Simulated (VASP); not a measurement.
# Be2Ir (P6/mmm) in VASP: a series of runs, part 2 of 3

VASP 6.6.1. Earlier steps stand in the parts before.

## 4. Relaxation of cell and atoms, PBE

Input file INCAR:

```
  PREC = Accurate
  ENCUT = 600
  EDIFF = 1E-6
  ISMEAR = 0
  SIGMA = 0.1
  LREAL = F
  LASPH = T
  NELM = 100
  ALGO = Fast
  ISIF = 3
  LWAVE = F
  LCHARG = F
  GGA = PE
  IBRION = 2
  NSW = 90
  EDIFFG = -0.04
```

Input file KPOINTS:

```
regular mesh
0
Gamma
  6 6 6
```

Input file POSCAR:

```
Be2Ir
1.0
    3.0602269886      0.0000000000      0.0000000000
   -1.5301134943      2.6502343135      0.0000000000
    0.0000000000      0.0000000000      3.3042317983
Be Ir
2 1
Direct
    0.3333333333      0.6666666667      0.5000000000
    0.6666666667      0.3333333333      0.5000000000
    0.0000000000      0.0000000000      0.0000000000
```

Potentials or basis: VASP PAW PBE potentials, release 64 (Be, Ir).

Started as:

```sh
$ cat potpaw_PBE.64/Be/POTCAR potpaw_PBE.64/Ir/POTCAR > POTCAR
$ mpirun -np 1 vasp_std > vasp.out
```

OUTCAR:

```text
PREC = Accurate
   ENCUT = 600
   EDIFF = 1E-6
   ISMEAR = 0
   LREAL = F
   LASPH = T
   NELM = 100
   ISIF = 3
   GGA = PE
   IBRION = 2
   NSW = 90
   EDIFFG = -0.04

 ion  position               nearest neighbor table
   1  0.333  0.667  0.500-   2 1.77   2 1.77   2 1.77   3 2.42   3 2.42   3 2.42   3 2.42   3 2.42
                             3 2.42
   2  0.667  0.333  0.500-   1 1.77   1 1.77   1 1.77   3 2.42   3 2.42   3 2.42   3 2.42   3 2.42
                             3 2.42
   3  0.000  0.000  0.000-   1 2.42   2 2.42   1 2.42   2 2.42   2 2.42   2 2.42   1 2.42   1 2.42
                             2 2.42   2 2.42   1 2.42   1 2.42

  LATTYP: Found a hexagonal cell.
 ALAT       =     3.0602269886
 C/A-ratio  =     1.0797342193

  Lattice vectors:

 A1 = (   3.0602269886,   0.0000000000,   0.0000000000)
 A2 = (  -1.5301134943,   2.6502343135,   0.0000000000)
 A3 = (   0.0000000000,   0.0000000000,   3.3042317983)

Analysis of symmetry for initial positions (statically):
=====================================================================
 Subroutine PRICEL returns:
 Original cell was already a primitive cell.

 Routine SETGRP: Setting up the symmetry group for a
 hexagonal supercell.

 Subroutine GETGRP returns: Found 24 space group operations
 (whereof 24 operations were pure point group operations)
 out of a pool of 24 trial point group operations.

The static configuration has the point symmetry D_6h.

Analysis of symmetry for dynamics (positions and initial velocities):
=====================================================================
 Subroutine PRICEL returns:
 Original cell was already a primitive cell.

 Routine SETGRP: Setting up the symmetry group for a
 hexagonal supercell.

 Subroutine GETGRP returns: Found 24 space group operations
 (whereof 24 operations were pure point group operations)
 out of a pool of 24 trial point group operations.

The dynamic configuration has the point symmetry D_6h.

 Subroutine INISYM returns: Found 24 space group operations
 (whereof 24 operations are pure point group operations),
 and found     1 'primitive' translations

----------------------------------------------------------------------------------------

                                     Primitive cell

  volume of cell :      26.7984

  direct lattice vectors                    reciprocal lattice vectors
     3.060226989  0.000000000  0.000000000     0.326773146  0.188662564  0.000000000
    -1.530113494  2.650234313  0.000000000     0.000000000  0.377325127  0.000000000
     0.000000000  0.000000000  3.304231798     0.000000000  0.000000000  0.302642206

  length of vectors
     3.060226989  3.060226989  3.304231798     0.377325127  0.377325127  0.302642206

  position of ions in fractional coordinates (direct lattice)
     0.333333333  0.666666667  0.500000000
     0.666666667  0.333333333  0.500000000
     0.000000000  0.000000000  0.000000000

  ion indices of the primitive-cell ions
   primitive index   ion index
                 1           1
                 2           2
                 3           3

----------------------------------------------------------------------------------------

 KPOINTS: regular mesh

[... 66 lines left out ...]
   NELM   =    100;   NELMIN=  2; NELMDL= -5     # of ELM steps
   EDIFF  = 0.1E-05   stopping-criterion for ELM
   LREAL  =      F    real-space projection
   EDIFFG = -.4E-01   stopping-criterion for IOM
   NSW    =     90    number of steps for IOM
   IBRION =      2    ionic relax: 0-MD 1-quasi-New 2-CG
   NFREE  =      1    steps in history (QN), initial steepest desc. (CG)
   ISIF   =      3    stress and relaxation
   ISYM   =      2    0-nonsym 1-usesym 2-fastsym
   POTIM  = 0.5000    time-step for ionic-motion
   TEBEG  =    0.0;   TEEND  =   0.0 temperature during run
   PSTRESS=    0.0 pullay stress
   NELECT =      13.0000    total number of electrons
   NUPDOWN=      -1.0000    fix difference up-down
   EMIN   =  10.00;   EMAX   =-10.00  energy-range for DOS
   EFERMI =   0.00;   METHOD = LEGACY
   ISMEAR =     0;   SIGMA  =   0.10  broadening in eV -4-tet -1-fermi 0-gaus
   EFERMI_NEDOS =   21; number of points for ismear=-14 and -15
   IALGO  =     68    algorithm
   IMIX   =      4    mixing-type and parameters
     AMIX     =   0.40;   BMIX     =  1.00
     AMIX_MAG =   1.60;   BMIX_MAG =  1.00
  volume/ion in A,a.u.               =       8.93        60.28
  Fermi-wavevector in a.u.,A,eV,Ry     =   1.286332  2.430815 22.512887  1.654651
  Thomas-Fermi vector in A             =   2.418413
   LORBIT       =      0    0 simple, 1 ext, 2 COOP (PROOUT), +10 PAW based schemes
   GGA     = PE    functional components
   LHFCALC =     F    Hartree Fock is set to
   AEXX    =    0.0000 exact exchange contribution
   IVDW    =     0    specifies the selected vdW correction
   LEPSILON=     F    determine dielectric tensor
   LRPA    =     F    only Hartree local field effects (RPA)
 conjugate gradient relaxation of ions
 non-spin polarized calculation
 RMM-DIIS sequential band-by-band and
 Gauss-broadening in eV      SIGMA  =   0.10
  energy-cutoff  :      600.00
  volume of cell :       26.80
 maximum number of plane-waves:       912
   NGX = 13   NGY = 13   NGZ = 13

--------------------------------------- Ionic step        1  -------------------------------------------

 number of electron      13.0000000 magnetization

 Free energy of the ion-electron system (eV)
  ---------------------------------------------------
  ext. energy  EPLUGINS =         0.00000000
  ---------------------------------------------------
  free energy    TOTEN  =       -15.59495884 eV

  energy without entropy =      -15.59018508  energy(sigma->0) =      -15.59257196

------------------------ aborting loop because EDIFF is reached ----------------------------------------

  FORCE on cell =-STRESS in cart. coord.  units (eV):
  Direction    XX          YY          ZZ          XY          YZ          ZX
  --------------------------------------------------------------------------------------
  -------------------------------------------------------------------------------------
  Total        7.8792908      7.8792908     -0.0752125     -0.0000000     -0.0000000      0.0000000
  in kB      471.0741692    471.0741692     -4.4966804     -0.0000000     -0.0000000      0.0000000
  external PRESSURE =     312.5505527 kB  Pullay stress =       0.0000000 kB
[... 92 lines left out ...]
  FREE ENERGIE OF THE ION-ELECTRON SYSTEM (eV)
  ---------------------------------------------------
  free  energy   TOTEN  =       -16.4027171056 eV

  energy  without entropy=      -16.3898077589  energy(sigma->0) =      -16.39626243

[... ionic steps 4 to 7 ...]

--------------------------------------- Ionic step        8  -------------------------------------------

 number of electron      13.0000001 magnetization

------------------------ aborting loop because EDIFF is reached ----------------------------------------
[... 69 lines left out ...]
--------------------------------------- Ionic step       10  -------------------------------------------

 number of electron      12.9999999 magnetization

 Free energy of the ion-electron system (eV)
  ---------------------------------------------------
  ext. energy  EPLUGINS =         0.00000000
  ---------------------------------------------------
  free energy    TOTEN  =       -17.89665578 eV

  energy without entropy =      -17.89218501  energy(sigma->0) =      -17.89442039

 E-fermi :   8.0396     XC(G=0): -12.1255

 val. band max:        7.9543752749   @ k =   0.3333   0.1667   0.3333
 cond. band min:       8.0813520852   @ k =   0.3333   0.0000   0.0000
 fundamental gap:      0.1269768102
 Fermi energy:         8.0396328242

 k-point     1 :       0.0000    0.0000    0.0000
  band No.  band energies     occupation
      1      -2.6903      2.00000
      2       2.8378      2.00000
      3       3.2831      2.00000
      4       3.2831      2.00000
      5       7.4843      2.00000
      6       7.4843      2.00000
      7      11.9670      0.00000
      8      11.9670      0.00000
      9      13.8859      0.00000
     10      14.0545      0.00000
[... 287 lines left out ...]
 k-point    24 :       0.3333    0.0000    0.5000
  band No.  band energies     occupation
      1       1.5058      2.00000
      2       2.7451      2.00000
      3       2.7716      2.00000
      4       4.7026      2.00000
      5       5.1334      2.00000
      6       6.4398      2.00000
      7       9.6207      0.00000
      8      12.2445      0.00000
      9      12.9359      0.00000
     10      13.1845      0.00000

 [... further k-points ...]
[... 5 lines left out ...]
  --------------------------------------------------------------------------------------
  -------------------------------------------------------------------------------------
  Total        0.1119355      0.1119355     -0.0774009      0.0000000     -0.0000000      0.0000000
  in kB        5.9332331      5.9332331     -4.1026993      0.0000000     -0.0000000      0.0000000
  external PRESSURE =       2.5879223 kB  Pullay stress =       0.0000000 kB
[... 18 lines left out ...]
  FREE ENERGIE OF THE ION-ELECTRON SYSTEM (eV)
  ---------------------------------------------------
  free  energy   TOTEN  =       -17.8966557845 eV

  energy  without entropy=      -17.8921850055  energy(sigma->0) =      -17.89442039

 reached required accuracy - stopping structural energy minimisation
```

OSZICAR:

```text
N       E                     dE             d eps       ncg     rms          rms(c)
DAV:   1     0.771488971342E+02    0.77149E+02   -0.63093E+03   560   0.130E+03
DAV:   2    -0.148719034568E+02   -0.92021E+02   -0.87168E+02   570   0.299E+02
DAV:   3    -0.193204651501E+02   -0.44486E+01   -0.42514E+01   712   0.663E+01
[... 117 lines left out ...]
RMM:   4    -0.178966267468E+02    0.62295E-03   -0.40313E-03   561   0.485E-01    0.484E-02
RMM:   5    -0.178966476393E+02   -0.20893E-04   -0.32488E-04   565   0.202E-01    0.149E-02
RMM:   6    -0.178966541895E+02   -0.65502E-05   -0.68891E-05   571   0.753E-02    0.953E-03
RMM:   7    -0.178966554956E+02   -0.13061E-05   -0.95693E-06   487   0.344E-02    0.202E-03
RMM:   8    -0.178966557845E+02   -0.28884E-06   -0.26907E-06   397   0.141E-02
  10 F= -.17896656E+02 E0= -.17894420E+02  d E =-.565020E-02
```

It took 95 s on 1 thread of Intel Xeon 8259CL, shared host; peak memory 0.16 GiB.

What came out:

```yaml
Free_energy: -17.8967 eV
Relaxed_volume: 10.08 Å³/atom
Relaxed_cell: a = 3.613 Å, b = 3.613 Å, c = 2.674 Å, α = 90.00°, β = 90.00°, γ = 120.00°
Space_group_after_relaxing_to_0.1_Å: P6/mmm (No. 191)
Energy_gained_by_relaxing: 767.2 meV/atom
Ionic_steps: 10
Pressure_after_relaxing: 0.3 GPa
Band_gap_on_the_k_mesh: zero (an odd number of electrons rules out a gap without spin polarisation)
```

Stress tensor (GPa, compression positive):
```
 0.59  0.00  0.00
 0.00  0.59  0.00
 0.00  0.00 -0.41
```

Step by step:
```csv
step,energy change (eV),largest force (eV/Å),pressure (GPa),volume (Å³)
1,0.0000,0.0000,31.26,26.80
2,-0.8047,0.0000,-16.49,33.98
3,-0.8078,0.0000,-13.76,33.30
4,-2.0453,0.0000,-17.40,33.27
5,-2.1394,0.0000,-16.19,33.15
6,-2.1574,0.0000,-15.39,33.08
7,-2.1764,0.0000,18.44,28.26
8,-2.2960,0.0000,-0.33,30.44
9,-2.2960,0.0000,-0.11,30.39
10,-2.3017,0.0000,0.26,30.23
```

Final structure:
```
Be Ir
1.0
     3.61265    0.00000    0.00000
    -1.80632    3.12864    0.00000
     0.00000    0.00000    2.67427
Be Ir
2 1
Direct
  0.33333 0.66667 0.50000
  0.66667 0.33333 0.50000
  0.00000 0.00000 0.00000
```

Levels at points of the mesh, in eV from the Fermi level:
```tsv
k point	band 4	band 5	band 6	band 7	band 8	band 9
(0.00, 0.00, 0.00)	-4.76	-0.56	-0.56	3.93	3.93	5.85
(0.50, 0.00, 0.00)	-1.94	-1.81	-1.77	-1.48	-0.70	8.31
(0.00, 0.00, 0.50)	-4.43	-2.57	-2.57	2.43	2.43	3.08
(0.50, 0.00, 0.50)	-2.70	-2.36	-1.19	-0.45	4.63	5.44
```

Caveat: the k points lie up to 0.39 Å⁻¹ apart in the final cell, too coarse for converged energies and pressures of a metal; a cell axis changed by over 15 % at a fixed basis, so the end point is rough; spin-orbit coupling is left out, which moves the levels of the heavy elements.

## 5. Single point, PBE

This run uses another cell than the first one, of 10.09 Å³/atom.

Input file INCAR:

```
SYSTEM = Be2Ir
ALGO = Normal
EDIFF = 1E-7
ENCUT = 520
GGA = PE
ISIF = 2
ISMEAR = 0
LASPH = .True.
LCHARG = .True.
LELF = .True.
LREAL = .False.
LVHAR = .True.
LWAVE = .False.
NBANDS = 14
NELM = 80
PREC = Accurate
SIGMA = 0.1
```

Input file KPOINTS:

```
k-points
0
Gamma
  12 12 18
  0 0 0
```

Input file POSCAR:

```
Be2Ir
1.0
    3.6213868237      0.0000000000      0.0000000000
   -1.8106934118      3.1362129862      0.0000000000
    0.0000000000      0.0000000000      2.6656536914
Be Ir
2 1
Direct
    0.3333333333      0.6666666667      0.5000000000
    0.6666666667      0.3333333333      0.5000000000
    0.0000000000      0.0000000000      0.0000000000
```

Started as:

```sh
$ cat potpaw_PBE.64/Be/POTCAR potpaw_PBE.64/Ir/POTCAR > POTCAR
$ mpirun -np 1 vasp_std > vasp.out
```

Wall time 1.8 min (1 thread of Intel Xeon 8259CL, shared host); peak memory 0.21 GiB.

The run converged. Its results:

- Free energy: -17.8954 eV
- Pressure: 0.2 GPa
- Band gap on the k mesh: zero (an odd number of electrons rules out a gap without spin polarisation)

Levels at points of the mesh, in eV from the Fermi level:
```
           k point  band 4  band 5  band 6  band 7  band 8  band 9
(0.00, 0.00, 0.00)   -4.83   -0.60   -0.60    3.82    3.82    5.88
(0.50, 0.00, 0.00)   -2.03   -1.89   -1.88   -1.49   -0.73    8.18
(0.00, 0.00, 0.50)   -4.52   -2.63   -2.63    2.37    2.37    3.07
(0.50, 0.00, 0.50)   -2.73   -2.42   -1.26   -0.53    4.61    5.36
```

Caveat: spin-orbit coupling is left out, which moves the levels of the heavy elements.

(Continued in part 3 of 3.)

The gap in the log of VASP goes by the Fermi energy; the results here count the filled bands.